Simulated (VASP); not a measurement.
# BaTiO3 (Amm2) in VASP: single point with PBEsol

Aim: the single point of BaTiO3 with PBEsol.

All numbers are computed with VASP 6.6.1; they aren't measurements. Logs are shortened: lines on timing, memory, paths and dates and some standing lists are left out, and cuts for length are marked.

**1. The cell of the first run**

It takes space group Amm2 (No. 38, orthorhombic). Conventional cell: a = 4.010 Å, b = 5.712 Å, c = 5.729 Å, α = 90.00°, β = 90.00°, γ = 90.00°. Ba (site symmetry mm2) has 12 O at 2.82 to 2.91 Å and 8 Ti at 3.46 to 3.53 Å within 3.7 Å. Within 2.6 Å of Ti (site symmetry mm2) lie 6 O at 1.97 to 2.08 Å. Within 2.7 Å of O (site symmetry mm2) lie 2 Ti at 2.01 Å. O (site symmetry m) has 2 Ti at 1.97 to 2.08 Å within 2.6 Å.

**2. Single point, PBEsol**

File INCAR:

```
SYSTEM = BaTiO3
PREC = Accurate
ENCUT = 910
EDIFF = 1E-6
ISMEAR = -1
SIGMA = 0.1
LREAL = .False.
LASPH = .True.
NELM = 120
ALGO = Normal
ISIF = 2
LWAVE = .False.
LCHARG = .True.
GGA = PS
LELF = .True.
LVHAR = .True.
NBANDS = 28
GGA_COMPAT = .False.
```

File KPOINTS:

```
Automatic mesh
0
Gamma
  6 6 6
  0 0 0
```

File POSCAR:

```
BaTiO3
1.0
   -4.0104677400      0.0000000000      0.0000000000
    0.0000000000     -2.8558262900      2.8646342000
    0.0000000000      2.8558262900      2.8646342000
Ba Ti O
1 1 3
Direct
    0.0000000000      0.0000000000      0.0000000000
    0.5000000000      0.5079000000      0.5079000000
    0.0000000000      0.4921000000      0.4921000000
    0.5000000000      0.9937100000      0.5025100000
    0.5000000000      0.5025100000      0.9937100000
```

Potentials or basis: VASP PAW PBE potentials, release 64 (Ba_sv, Ti_sv, O_h).

The run is started by

```sh
cat potpaw_PBE.64/Ba_sv/POTCAR potpaw_PBE.64/Ti_sv/POTCAR potpaw_PBE.64/O_h/POTCAR > POTCAR
mpirun -np 1 vasp_std > vasp.out
```

OUTCAR:

```text
SYSTEM = BaTiO3
   PREC = Accurate
   ENCUT = 910
   EDIFF = 1E-6
   ISMEAR = -1
   LREAL = .False.
   LASPH = .True.
   NELM = 120
   ISIF = 2
   GGA = PS

 ion  position               nearest neighbor table
   1  0.000  0.000  0.000-   3 2.82   4 2.84   5 2.84   4 2.84   5 2.84   5 2.86   4 2.86   4 2.86
                             5 2.86   3 2.86   3 2.86   3 2.91   2 3.46   2 3.46   2 3.49   2 3.49
   2  0.500  0.508  0.508-   4 1.97   5 1.97   3 2.01   3 2.01   4 2.08   5 2.08   1 3.46   1 3.46
                             1 3.49   1 3.49   1 3.49   1 3.49   1 3.53   1 3.53
   3  0.000  0.492  0.492-   2 2.01   2 2.01   1 2.82   1 2.86   1 2.86   1 2.91
   4  0.500  0.994  0.503-   2 1.97   2 2.08   1 2.84   1 2.84   1 2.86   1 2.86
   5  0.500  0.503  0.994-   2 1.97   2 2.08   1 2.84   1 2.84   1 2.86   1 2.86

  LATTYP: Found a base centered orthorhombic cell.
 ALAT       =     5.7116525800
 B/A-ratio  =     1.0030841897
 C/A-ratio  =     0.7021554067

  Lattice vectors:

 A1 = (   0.0000000000,  -2.8558262900,  -2.8646342000)
 A2 = (   0.0000000000,  -2.8558262900,   2.8646342000)
 A3 = (  -4.0104677400,   0.0000000000,   0.0000000000)

Analysis of symmetry for initial positions (statically):
=====================================================================
 Subroutine PRICEL returns:
 Original cell was already a primitive cell.

 Routine SETGRP: Setting up the symmetry group for a
 base centered orthorhombic supercell.

 Subroutine GETGRP returns: Found  4 space group operations
 (whereof  4 operations were pure point group operations)
 out of a pool of  8 trial point group operations.

The static configuration has the point symmetry C_2v.

Analysis of symmetry for dynamics (positions and initial velocities):
=====================================================================
 Subroutine PRICEL returns:
 Original cell was already a primitive cell.

 Routine SETGRP: Setting up the symmetry group for a
 base centered orthorhombic supercell.

 Subroutine GETGRP returns: Found  4 space group operations
 (whereof  4 operations were pure point group operations)
 out of a pool of  8 trial point group operations.

The dynamic configuration has the point symmetry C_2v.

 Subroutine INISYM returns: Found  4 space group operations
 (whereof  4 operations are pure point group operations),
 and found     1 'primitive' translations

----------------------------------------------------------------------------------------

                                     Primitive cell

  volume of cell :      65.6185

  direct lattice vectors                    reciprocal lattice vectors
    -4.010467740  0.000000000  0.000000000    -0.249347474  0.000000000  0.000000000
     0.000000000 -2.855826290  2.864634200     0.000000000 -0.175080677  0.174542355
     0.000000000  2.855826290  2.864634200     0.000000000  0.175080677  0.174542355

  length of vectors
     4.010467740  4.044981199  4.044981199     0.249347474  0.247221110  0.247221110

  position of ions in fractional coordinates (direct lattice)
     0.000000000  0.000000000  0.000000000
     0.500000000  0.507900000  0.507900000
     0.000000000  0.492100000  0.492100000
     0.500000000  0.993710000  0.502510000
     0.500000000  0.502510000  0.993710000

  ion indices of the primitive-cell ions
   primitive index   ion index
                 1           1
                 2           2
                 3           3
                 4           4
                 5           5

----------------------------------------------------------------------------------------

 KPOINTS: Automatic mesh

Automatic generation of k-mesh.
 Grid dimensions read from file:
 generate k-points for:    6    6    6

 Generating k-lattice:

  Cartesian coordinates                     Fractional coordinates (reciprocal lattice)
    -0.041557912  0.000000000  0.000000000     0.166666667  0.000000000  0.000000000
     0.000000000 -0.029180113  0.029090393     0.000000000  0.166666667 -0.000000000
     0.000000000  0.029180113  0.029090393     0.000000000 -0.000000000  0.166666667

  Length of vectors
     0.041557912  0.041203518  0.041203518

  Shift w.r.t. Gamma in fractional coordinates (k-lattice)
     0.000000000  0.000000000  0.000000000

 Subroutine IBZKPT returns following result:
 ===========================================

 Found     52 irreducible k-points:

 Following reciprocal coordinates:
            Coordinates               Weight
  0.000000  0.000000  0.000000      1.000000
  0.166667  0.000000  0.000000      2.000000
  0.333333  0.000000  0.000000      2.000000
  0.500000  0.000000  0.000000      1.000000
  0.000000  0.166667  0.000000      4.000000
  0.166667  0.166667  0.000000      8.000000
[... 16 lines left out ...]
  0.333333  0.333333  0.166667      8.000000
  0.500000  0.333333  0.166667      4.000000
 [... further k-points ...]
   k-points           NKPTS =     52   k-points in BZ     NKDIM =     52   number of bands    NBANDS=     28
   number of dos      NEDOS =    301   number of ions     NIONS =      5
   total plane-waves  NPLWV =  64000
   dimension x,y,z NGX =    40 NGY =   40 NGZ =   40
   dimension x,y,z NGXF=    80 NGYF=   80 NGZF=   80
   ions per type =               1   1   3
   NGX,Y,Z   is equivalent  to a cutoff of  16.58, 16.44, 16.44 a.u.
   NGXF,Y,Z  is equivalent  to a cutoff of  33.16, 32.88, 32.88 a.u.
 SYSTEM =  BaTiO3
   PREC   = accura    normal or accurate (medium, high low for compatibility)
   ISTART =      0    job   : 0-new  1-cont  2-samecut
   ICHARG =      2    charge: 1-file 2-atom 10-const
   ISPIN  =      1    spin polarized calculation?
   LNONCOLLINEAR =      F non collinear calculations
   LSORBIT =      F    spin-orbit coupling
   LASPH  =      T    aspherical Exc in radial PAW
   ENCUT  =  910.0 eV  66.88 Ry    8.18 a.u.   9.86  9.95  9.95*2*pi/ulx,y,z
   NELM   =    120;   NELMIN=  2; NELMDL= -5     # of ELM steps
   EDIFF  = 0.1E-05   stopping-criterion for ELM
   LREAL  =      F    real-space projection
   EDIFFG = 0.1E-04   stopping-criterion for IOM
   NSW    =      0    number of steps for IOM
   IBRION =     -1    ionic relax: 0-MD 1-quasi-New 2-CG
   NFREE  =      0    steps in history (QN), initial steepest desc. (CG)
   ISIF   =      2    stress and relaxation
   ISYM   =      2    0-nonsym 1-usesym 2-fastsym
   POTIM  = 0.5000    time-step for ionic-motion
   TEBEG  =    0.0;   TEEND  =   0.0 temperature during run
   PSTRESS=    0.0 pullay stress
   NELECT =      40.0000    total number of electrons
   NUPDOWN=      -1.0000    fix difference up-down
   EMIN   =  10.00;   EMAX   =-10.00  energy-range for DOS
   EFERMI =   0.00;   METHOD = LEGACY
   ISMEAR =    -1;   SIGMA  =   0.10  broadening in eV -4-tet -1-fermi 0-gaus
   EFERMI_NEDOS =   21; number of points for ismear=-14 and -15
   IALGO  =     38    algorithm
   IMIX   =      4    mixing-type and parameters
     AMIX     =   0.40;   BMIX     =  1.00
     AMIX_MAG =   1.60;   BMIX_MAG =  1.00
  volume/ion in A,a.u.               =      13.12        88.56
  Fermi-wavevector in a.u.,A,eV,Ry     =   1.388096  2.623121 26.215848  1.926810
  Thomas-Fermi vector in A             =   2.512255
   LORBIT       =      0    0 simple, 1 ext, 2 COOP (PROOUT), +10 PAW based schemes
   GGA     = PS    functional components
   LHFCALC =     F    Hartree Fock is set to
   AEXX    =    0.0000 exact exchange contribution
   IVDW    =     0    specifies the selected vdW correction
   LEPSILON=     F    determine dielectric tensor
   LRPA    =     F    only Hartree local field effects (RPA)
 non-spin polarized calculation
  energy-cutoff  :      910.00
  volume of cell :       65.62
 maximum number of plane-waves:      4116
 NGX is ok and might be reduce to    40
   NGX = 19   NGY = 19   NGZ = 19

 number of electron      40.0000001 magnetization

 Free energy of the ion-electron system (eV)
  ---------------------------------------------------
  ext. energy  EPLUGINS =         0.00000000
  ---------------------------------------------------
  free energy    TOTEN  =       -41.96504256 eV

  energy without entropy =      -41.96499891  energy(sigma->0) =      -41.96502073

 E-fermi :   4.7656     XC(G=0): -11.3983

 val. band max:        3.8631736120   @ k =   0.5000   0.5000   0.5000
 cond. band min:       5.5752778703   @ k =   0.0000   0.0000   0.0000
 fundamental gap:      1.7121042583
 Fermi energy:         4.7656145808

 k-point     1 :       0.0000    0.0000    0.0000
  band No.  band energies     occupation
      1     -52.5633      2.00000
      2     -28.8819      2.00000
      3     -28.8800      2.00000
      4     -28.8759      2.00000
      5     -20.9514      2.00000
      6     -12.8980      2.00000
[... 20 lines left out ...]
     27       8.8001      0.00000
     28      10.7936      0.00000

 k-point     2 :       0.1667    0.0000    0.0000
  band No.  band energies     occupation
      1     -52.5631      2.00000
      2     -28.8887      2.00000
      3     -28.8814      2.00000
      4     -28.8795      2.00000
      5     -20.9237      2.00000
      6     -12.9049      2.00000
[... 20 lines left out ...]
     27       9.3054      0.00000
     28      11.4627      0.00000

 k-point     3 :       0.3333    0.0000    0.0000
  band No.  band energies     occupation
      1     -52.5626      2.00000
      2     -28.9141      2.00000
      3     -28.8805      2.00000
      4     -28.8785      2.00000
      5     -20.8674      2.00000
      6     -13.0058      2.00000
[... 20 lines left out ...]
     27      10.5006      0.00000
     28      11.9753      0.00000

 k-point     4 :       0.5000    0.0000    0.0000
  band No.  band energies     occupation
      1     -52.5623      2.00000
      2     -28.9268      2.00000
      3     -28.8800      2.00000
      4     -28.8780      2.00000
      5     -20.8387      2.00000
      6     -13.0812      2.00000
[... 20 lines left out ...]
     27      11.2650      0.00000
     28      11.8930      0.00000

 k-point     5 :       0.0000    0.1667    0.0000
  band No.  band energies     occupation
      1     -52.5631      2.00000
      2     -28.8927      2.00000
      3     -28.8805      2.00000
      4     -28.8754      2.00000
      5     -20.9253      2.00000
      6     -12.9167      2.00000
[... 20 lines left out ...]
     27       9.3126      0.00000
     28      11.4460      0.00000

 k-point     6 :       0.1667    0.1667    0.0000
  band No.  band energies     occupation
      1     -52.5629      2.00000
      2     -28.8921      2.00000
      3     -28.8881      2.00000
      4     -28.8800      2.00000
      5     -20.8999      2.00000
      6     -12.8852      2.00000
[... 463 lines left out ...]
      5     -20.8530      2.00000
      6     -12.9334      2.00000
[... 20 lines left out ...]
     27      11.0065      0.00000
     28      12.3871      0.00000

 k-point    22 :       0.1667    0.3333    0.1667
  band No.  band energies     occupation
      1     -52.5622      2.00000
      2     -28.9143      2.00000
      3     -28.8905      2.00000
      4     -28.8866      2.00000
      5     -20.8331      2.00000
      6     -12.8280      2.00000
[... 20 lines left out ...]
     27      11.1704      0.00000
     28      12.1431      0.00000

 k-point    23 :       0.3333    0.3333    0.1667
  band No.  band energies     occupation
      1     -52.5617      2.00000
      2     -28.9130      2.00000
      3     -28.9114      2.00000
      4     -28.8894      2.00000
      5     -20.7928      2.00000
      6     -12.6353      2.00000
[... 20 lines left out ...]
     27      11.9363      0.00000
     28      11.9887      0.00000

 k-point    24 :       0.5000    0.3333    0.1667
  band No.  band energies     occupation
      1     -52.5615      2.00000
      2     -28.9239      2.00000
      3     -28.9122      2.00000
      4     -28.8889      2.00000
      5     -20.7724      2.00000
      6     -12.5671      2.00000
[... 20 lines left out ...]
     27      11.8715      0.00000
     28      12.2588      0.00000

 [... further k-points ...]

------------------------ aborting loop because EDIFF is reached ----------------------------------------

  FORCE on cell =-STRESS in cart. coord.  units (eV):
  Direction    XX          YY          ZZ          XY          YZ          ZX
  --------------------------------------------------------------------------------------
  -------------------------------------------------------------------------------------
  Total       -2.2316568     -2.4701030     -2.7604544      0.0000000      0.0000000      0.0000000
  in kB      -54.4893978    -60.3114340    -67.4008202      0.0000000      0.0000000      0.0000000
  external PRESSURE =     -60.7338840 kB  Pullay stress =       0.0000000 kB

 VOLUME and BASIS-vectors are now :
 -----------------------------------------------------------------------------
  energy-cutoff  :      910.00
  volume of cell :       65.62
      direct lattice vectors                 reciprocal lattice vectors
    -4.010467740  0.000000000  0.000000000    -0.249347474  0.000000000  0.000000000
     0.000000000 -2.855826290  2.864634200     0.000000000 -0.175080677  0.174542355
     0.000000000  2.855826290  2.864634200     0.000000000  0.175080677  0.174542355

 POSITION                                       TOTAL-FORCE (eV/Angst)
 -----------------------------------------------------------------------------------
      0.00000      0.00000      0.00000         0.000000      0.000000      0.085659
     -2.00523      0.00000      2.90990         0.000000      0.000000      0.284159
      0.00000      0.00000      2.81937         0.000000      0.000000      0.104050
     -2.00523     -1.40278      4.28612         0.000000      0.072322     -0.236934
     -2.00523      1.40278      4.28612         0.000000     -0.072322     -0.236934
 -----------------------------------------------------------------------------------
    total drift:                               -0.000000      0.000002     -0.001658

  FREE ENERGIE OF THE ION-ELECTRON SYSTEM (eV)
  ---------------------------------------------------
  free  energy   TOTEN  =       -41.9650425553 eV

  energy  without entropy=      -41.9649989072  energy(sigma->0) =      -41.96502073
```

Wall time 97 s (1 thread of Intel Xeon 6975P-C (Granite Rapids), shared host); peak memory 0.38 GiB.

What came out:

```yaml
Free_energy: -41.9650 eV
Pressure: -6.1 GPa
Largest_force: 0.284 eV/Å
Band_gap_on_the_k_mesh: 1.71 eV (least direct gap 1.90 eV)
```

Forces in eV/Å, atoms in the order of the input:
```
Ba   0.000  0.000  0.086
Ti   0.000  0.000  0.284
O    0.000  0.000  0.104
O    0.000  0.072 -0.237
O    0.000 -0.072 -0.237
```

Stress tensor (GPa, compression positive):
```
-5.45  0.00  0.00
 0.00 -6.03  0.00
 0.00  0.00 -6.74
```

Caveat: the cutoff is under 1.25 times the usual one of these potentials, so pressure, stress and relaxed cells hold a basis-set (Pulay) error; the cell stands under tension; the PAW data sets were made with another functional, which shifts forces and pressure a little; spin-orbit coupling is left out, which moves the levels of the heavy elements. A k mesh can miss the band edges.
